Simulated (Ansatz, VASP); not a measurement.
**Two plane-wave programs on Ta**

The input INCAR:

```
SYSTEM = Ta
PREC     = Accurate       ! precision mode
ENCUT    = 520            ! plane-wave cutoff, eV
EDIFF    = 1E-6           ! SCF threshold, eV
ISMEAR   = 0              ! smearing method
SIGMA    = 0.15           ! smearing width, eV
LREAL    = .False.        ! projectors in reciprocal space
LASPH    = .True.         ! aspherical terms in the spheres
NELM     = 60             ! most SCF steps
ALGO     = Fast           ! electronic algorithm
ISIF     = 2              ! what is computed and relaxed
LWAVE    = .False.        ! write WAVECAR
LCHARG   = .True.         ! write CHGCAR
GGA      = PS             ! functional
LELF     = .True.         ! ELF
LVHAR    = .True.       
NBANDS   = 12             ! bands
```

KPOINTS

```
Automatic mesh
0
Gamma
  20 20 20
  0 0 0
```

POSCAR

```
Ta
1.0
   -1.8206537848      1.6402286350      1.8042514985
    1.8206537848     -1.6402286350      1.8042514985
    1.8206537848      1.6402286350     -1.8042514985
Ta
1
Direct
    0.0000000000      0.0000000000      0.0000000000
```

Input for Ansatz:

```yaml
crystal:
  lattice:
    - [-1.8206537848, 1.640228635, 1.8042514985]
    - [1.8206537848, -1.640228635, 1.8042514985]
    - [1.8206537848, 1.640228635, -1.8042514985]
  atoms:
    - { symbol: Ta, position: [0.0, 0.0, 0.0] }
basis:
  ecutwfc: 420
kpoints:
  mp_grid: { grid: [20, 20, 20] }
hamiltonian:
  xc: pbesol
  pseudopotentials: { kind: paw, azcp: { folder: soft_1 } }
scf:
  occupations: { method: gaussian, width: 0.15 }
output:
  forces: true
  stress: true
  eigenvalues: true
```

Change from the starting cell: normal strain along x +0.1100, normal strain along z +0.1000.

Alike in both runs: task single point; functional PBEsol; k mesh 20 × 20 × 20; occupations gaussian, width 0.15 eV; no spin polarisation.

|  | VASP | Ansatz |
| --- | --- | --- |
| version | VASP 6.6.1 | Ansatz 0.2.0 |
| potentials or method | VASP PAW PBE potentials, release 64 (Ta_pv), cutoff 520 eV | scalar-relativistic, plane waves, PAW |
| valence electrons in the cell | 11 | 13 |

|  | VASP | Ansatz | Ansatz less VASP |
| --- | --- | --- | --- |
| gap on the k mesh at the Fermi level (eV) | none | none | - |
| pressure (GPa) | -27.7 | -27.6 | +0.10 |
| traceless stress, the component that is largest in VASP (GPa) | 2.01 | 2.00 | -0.004 |

VASP's potentials were made for PBE, not for PBEsol, and Ansatz warns of the same on its side. A gap of «none» marks a metal or a gap that the smearing closes. VASP's potentials hold 11 valence electrons a cell and Ansatz's 13, so a difference there can come from the potentials and not from the codes.

Spin-orbit coupling is off throughout.
